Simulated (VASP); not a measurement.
Write the native input for VASP 6.6.1 that does the following.

```
Task                   : single point
Functional             : RPBE
Dispersion             : D4
Potentials or basis    : VASP PAW PBE potentials, release 64 (V_sv, O)
Cutoff                 : 600 eV
k mesh                 : 6 × 6 × 9
Occupations            : fermi-dirac, width 0.05 eV
Spin                   : collinear spin, ferromagnetic start
Starting moments       : [2.0, 2.0, 0.0, 0.0, 0.0, 0.0] μB
Dipole correction      : no
Further INCAR settings : ALGO = Normal; EDIFF = 1e-06; NBANDS = 38
```

The structure of VO2 lies in POSCAR:

```
VO2
1.0
    4.5433985808      0.0000000000      0.0000000000
    0.0000000000      4.5433985808      0.0000000000
    0.0000000000      0.0000000000      2.8290026779
V O
2 4
Direct
    0.5000000000      0.5000000000      0.5000000000
    0.0000000000      0.0000000000      0.0000000000
    0.2008147861      0.7991852139      0.5000000000
    0.7991852139      0.2008147861      0.5000000000
    0.7008147861      0.7008147861      0.0000000000
    0.2991852139      0.2991852139      0.0000000000
```

The input as run:

INCAR

```
  PREC = Accurate
  ENCUT = 600
  EDIFF = 1E-6
  ISMEAR = -1
  SIGMA = 0.05
  LREAL = F
  LASPH = T
  NELM = 200
  ALGO = Normal
  ISIF = 2
  LWAVE = F
  LCHARG = F
  ISPIN = 2
  MAGMOM = 2 2 0 0 0 0
  LORBIT = 11
  LMAXMIX = 4
  GGA = RP
  IVDW = 13
  NBANDS = 38
  GGA_COMPAT = F
```

KPOINTS

```
Automatic mesh
0
Gamma
  6 6 9
```

Potentials or basis: VASP PAW PBE potentials, release 64 (V_sv, O).

The run is started by

```console
$ cat potpaw_PBE.64/V_sv/POTCAR potpaw_PBE.64/O/POTCAR > POTCAR
$ mpirun -np 1 vasp_std > vasp.out
```

Results of the run:

- Pressure: 0.7 GPa
- Largest force: 0.028 eV/Å
- Band gap on the k mesh: zero (filled and empty bands overlap)
- Net moment: 2.00 μB per cell
- Site moments: V +1.06; O -0.06 μB
- Valence electrons inside the program's atomic spheres: V 11.55; O 5.07
- Dispersion energy per atom: -0.494 eV

Caveat: the PAW data sets were made with another functional, which shifts forces and pressure a little; semilocal functionals often make such compounds metallic where correlation or magnetic order opens a gap, which also shifts bond lengths.

Run time: 3.6 min on 1 thread of Intel(R) Xeon(R) Platinum 8259CL CPU @ 2.50GHz (Skylake/Cascade Lake), on a shared host, peak memory 0.32 GiB.
